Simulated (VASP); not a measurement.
Runs of VASP 6.6.1 on MnPbO3. It takes space group Pm-3m (No. 221, cubic). The conventional cell has a = 3.915 Å, b = 3.915 Å, c = 3.915 Å, α = 90.00°, β = 90.00°, γ = 90.00°. Mn (site symmetry m-3m) has 6 O at 1.96 Å within 2.6 Å. Pb (site symmetry m-3m) has 12 O at 2.77 Å and 8 Mn at 3.39 Å within 3.6 Å. Within 2.6 Å of O (site symmetry 4/mmm) lie 2 Mn at 1.96 Å. 

```csv
level,U,gap on the mesh (eV),pressure (GPa),moment (μB)
LDA+U,Mn d U = 4.5 eV,none,(b),3.06
LDA+U,Mn d U = 3.0 eV,none,-13.9,3.04
LDA+U,Mn d U = 1.5 eV,none,-15.5,3.02
LDA,-,none,(a),2.98
LDA+U,Mn d U = 6.0 eV,none,(c),3.06
```

Alike in all rows: task single point; potentials or basis VASP PAW LDA potentials, release 64 (Mn_pv, Pb_d, O); spin collinear, ferromagnetic start; cell as given; k mesh 6 × 6 × 6; cutoff (eV) 520; smearing fermi-dirac 0.1 eV.

Question: Fill in the values left out.

Answer: (a) -16.6; (b) -11.9; (c) -9.6.

Caveats: the cell stands under tension; spin-orbit coupling is left out, which moves the levels of the heavy elements; a cell with one magnetic atom can't hold antiferromagnetic order, which such compounds often take; semilocal functionals often make such compounds metallic where correlation or magnetic order opens a gap, which also shifts bond lengths (at least some runs).

A k mesh can miss the band edges, and the runs leave out spin-orbit coupling on Pb.

A gap of «none» marks levels without a gap at the run's occupations.
